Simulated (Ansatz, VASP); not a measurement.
## Two plane-wave programs on PbF2

Contents of INCAR:

```
ALGO     = Normal         # electronic algorithm
EDIFF    = 1E-7           # SCF threshold, eV
ENCUT    = 520            # plane-wave cutoff, eV
GGA      = PE             # functional
ISIF     = 2              # what is computed and relaxed
ISMEAR   = 0              # smearing method
LASPH    = T              # aspherical terms in the spheres
LCHARG   = T              # write CHGCAR
LELF     = T              # ELF
LREAL    = F              # projectors in reciprocal space
LVHAR    = T            
LWAVE    = F              # write WAVECAR
NBANDS   = 21             # bands
NELM     = 100            # most SCF steps
PREC     = Accurate       # precision mode
SIGMA    = 0.05           # smearing width, eV
```

Contents of KPOINTS:

```
k-points
0
Gamma
  8 8 8
```

The input POSCAR:

```
PbF2
1.0
    0.0000000000      2.7947358504      3.3536830204
    2.7947358504      0.0000000000      3.3536830204
    2.7947358504      2.7947358504      0.0000000000
Pb F
1 2
Direct
    0.0000000000      0.0000000000      0.0000000000
    0.2500000000      0.2500000000      0.2500000000
    0.7500000000      0.7500000000      0.7500000000
```

Input for Ansatz:

```yaml
crystal:
  lattice:
    - [0.0, 2.7947358504, 3.3536830204]
    - [2.7947358504, 0.0, 3.3536830204]
    - [2.7947358504, 2.7947358504, 0.0]
  atoms:
    - { symbol: Pb, position: [0.0, 0.0, 0.0] }
    - { symbol: F, position: [0.25, 0.25, 0.25] }
    - { symbol: F, position: [0.75, 0.75, 0.75] }
basis:
  ecutwfc: 420
kpoints:
  mp_grid: { grid: [8, 8, 8] }
hamiltonian:
  xc: pbe
scf:
  occupations: { method: gaussian, width: 0.05 }
output:
  forces: true
  stress: true
  eigenvalues: true
```

Alike in both runs: task single point; functional PBE; k mesh 8 × 8 × 8; occupations gaussian, width 0.05 eV; no spin polarisation.

```csv
,VASP,Ansatz
version,VASP 6.6.1,Ansatz 0.2.0
potentials or method,"VASP PAW PBE potentials, release 64 (Pb_d, F), cutoff 520 eV","scalar-relativistic, plane waves, PAW"
valence electrons in the cell,28,28
```

|  | VASP | Ansatz | Ansatz less VASP |
| --- | --- | --- | --- |
| gap on the k mesh at the Fermi level (eV) | 3.62 | 3.63 | +0.003 |
| least direct gap on the mesh (eV) | 4.47 | 4.47 | +0.003 |
| pressure (GPa) | 0.9 | 1.1 | +0.21 |
| traceless stress, the component that is largest in VASP (GPa) | -7.42 | -7.42 | -0.003 |

Neither program's run includes spin-orbit coupling.
